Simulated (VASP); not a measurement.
Runs of VASP 6.6.1 on InSe. The structure is that of space group Fd-3m (No. 227), or close to it. The cells are those of the table. 

```tsv
task	cell	k mesh	cutoff (eV)	gap on the mesh (eV)	pressure (GPa)	relaxed volume (Å³/atom)
single point	a = 5.204 Å, angles 60.0°, 4 atoms	12 × 12 × 12	520	none	0.0	-
relaxation of cell and atoms	relaxed from a = 5.230 Å, angles 60.0°, 4 atoms	12 × 12 × 12	600	none	-0.1	(a)
single point	a = 5.540 Å, angles 60.0°, 4 atoms	4 × 4 × 4	520	none	-4.5	-
relaxation of cell and atoms	relaxed from a = 5.540 Å, angles 60.0°, 4 atoms	4 × 4 × 4	600	none	-0.2	25.36
single point	a = 5.230 Å, angles 60.0°, 4 atoms	4 × 4 × 4	520	none	-0.1	-
```

Alike in all rows: level PBE; potentials or basis VASP PAW PBE potentials, release 64 (In_d, Se); no spin polarisation; smearing gaussian 0.1 eV.

Q: Fill in the values left out.

A: (a) 24.95.

Caveats: some runs use coarse meshes; spin-orbit coupling is left out, which moves the levels of the heavy elements; the volume moved by over 15 % at a fixed basis, so the end points are rough (some runs).

A k mesh can miss the band edges, and the runs leave out spin-orbit coupling on In, Se.

A gap of «none» marks levels without a gap at the run's occupations.
